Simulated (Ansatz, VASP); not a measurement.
# Two plane-wave programs on W

Contents of POSCAR:

```
W
1.0
   -1.4907745297      1.4907745297      1.7889294356
    1.4907745297     -1.4907745297      1.7889294356
    1.4907745297      1.4907745297     -1.7889294356
W
1
Direct
    0.0000000000      0.0000000000      0.0000000000
```

INCAR.step1

```
SYSTEM = W
PREC = Accurate
ENCUT = 520
ISMEAR = 0
SIGMA = 0.15
LREAL = .FALSE.
LASPH = .TRUE.
NELM = 60
NBANDS = 13
GGA = PE
ALGO = Normal
EDIFF = 1E-4
LWAVE = .TRUE.
LCHARG = .FALSE.
LUSENCCL = .FALSE.
```

The input INCAR.step2:

```
SYSTEM = W
PREC = Accurate
ENCUT = 520
EDIFF = 1E-7
ISMEAR = 0
SIGMA = 0.15
LREAL = .FALSE.
LASPH = .TRUE.
NELM = 60
ALGO = Normal
ISIF = 2
LWAVE = .FALSE.
LCHARG = .FALSE.
METAGGA = R2SCAN
LMIXTAU = .TRUE.
NBANDS = 13
ISTART = 1
LUSENCCL = .FALSE.
```

KPOINTS

```
regular mesh
0
G
  30 30 30
  0 0 0
```

Input for Ansatz:

```yaml
crystal:
  lattice:
    - [-1.4907745297, 1.4907745297, 1.7889294356]
    - [1.4907745297, -1.4907745297, 1.7889294356]
    - [1.4907745297, 1.4907745297, -1.7889294356]
  atoms:
    - { symbol: W, position: [0.0, 0.0, 0.0] }
basis:
  ecutwfc: 500
kpoints:
  mp_grid: { grid: [30, 30, 30] }
hamiltonian:
  xc: r2scan
scf:
  occupations: { method: gaussian, width: 0.15 }
output:
  forces: true
  stress: true
  eigenvalues: true
```

Alike in both runs: task single point; functional r2SCAN; k mesh 30 × 30 × 30; occupations gaussian, width 0.15 eV; no spin polarisation.

|  | VASP | Ansatz |
| --- | --- | --- |
| version | VASP 6.6.1 | Ansatz 0.2.0 |
| potentials or method | VASP PAW PBE potentials, release 64 (W_sv), cutoff 520 eV | scalar-relativistic, plane waves, PAW |
| valence electrons in the cell | 14 | 14 |

VASP gave:

```
gap on the k mesh at the Fermi level (eV)                     : none
pressure (GPa)                                                : 5.3
traceless stress, the component that is largest in VASP (GPa) : -23.98
```

Task: What did Ansatz give for the same quantities?

Result: gap on the k mesh at the Fermi level (eV): none; pressure (GPa): 4.1; traceless stress, the component that is largest in VASP (GPa): -24.04.

VASP's potentials were made for PBE, not for r2SCAN. A gap of «none» marks a metal or a gap that the smearing closes.

Spin-orbit coupling is off throughout.
